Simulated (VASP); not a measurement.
# HPt6: single point with PBE

HPt6, a slab with vacuum:

```
CELL_PARAMETERS angstrom
5.61458 0.00000 0.00000
-2.80729 4.86237 0.00000
0.00000 0.00000 22.61974
ATOMIC_POSITIONS crystal
Pt 0.33333 0.16667 0.17684
Pt 0.33333 0.66667 0.17684
Pt 0.83333 0.16667 0.17684
Pt 0.83333 0.66667 0.17684
Pt 0.16667 0.33333 0.27896
Pt 0.16667 0.83333 0.27896
Pt 0.66667 0.33333 0.27896
Pt 0.66667 0.83333 0.27896
Pt 0.00000 0.00000 0.38107
Pt 0.00000 0.50000 0.38107
Pt 0.50000 0.00000 0.38107
Pt 0.50000 0.50000 0.38107
H 0.13509 0.27017 0.45755
H 0.36491 0.72983 0.45755
```

```json
{
  "Program": "VASP 6.6.1",
  "Task": "single point",
  "Functional": "PBE",
  "Potentials or basis": "VASP PAW PBE potentials, release 64 (Pt, H)",
  "Cutoff": "520 eV",
  "k mesh": "6 × 6 × 1",
  "Occupations": "gaussian, width 0.1 eV",
  "Spin": "no spin polarisation",
  "Dipole correction": "yes",
  "Further INCAR settings": "ALGO = Normal; EDIFF = 1e-06; NBANDS = 74"
}
```

- Largest force: 2.257 eV/Å
- Band gap on the k mesh: zero (bands 61 and 62 overlap by 0.71 eV)

Forces in eV/Å, atoms in the order of the input:
```
Pt   0.054  0.008  0.020
Pt   0.000  0.052 -0.066
Pt  -0.054  0.008  0.020
Pt   0.000 -0.039  0.015
Pt   0.000 -0.021 -0.248
Pt  -0.077 -0.057  0.008
Pt   0.000  0.026  0.440
Pt   0.077 -0.057  0.008
Pt   0.000  0.839  1.365
Pt   0.109 -0.017  0.729
Pt   0.000 -0.726  1.265
Pt  -0.109 -0.017  0.729
H    0.000 -0.662 -2.126
H    0.000  0.662 -2.158
```

Levels at points of the mesh, in eV from the Fermi level:
```csv
k point,band 59,band 60,band 61,band 62,band 63,band 64
"(0.00, 0.00, 0.00)",0.41,0.44,0.45,0.45,0.57,0.58
"(0.50, 0.00, 0.00)",-0.26,-0.18,-0.02,0.00,0.22,0.26
"(0.00, 0.50, 0.00)",-0.27,-0.18,-0.01,0.00,0.22,0.25
```

Wall time 32 min on 1 thread of Intel(R) Xeon(R) Platinum 8259CL CPU @ 2.50GHz (Skylake/Cascade Lake), on a shared host, peak memory 0.89 GiB.

Caveat: spin-orbit coupling is left out, which moves the levels of the heavy elements.
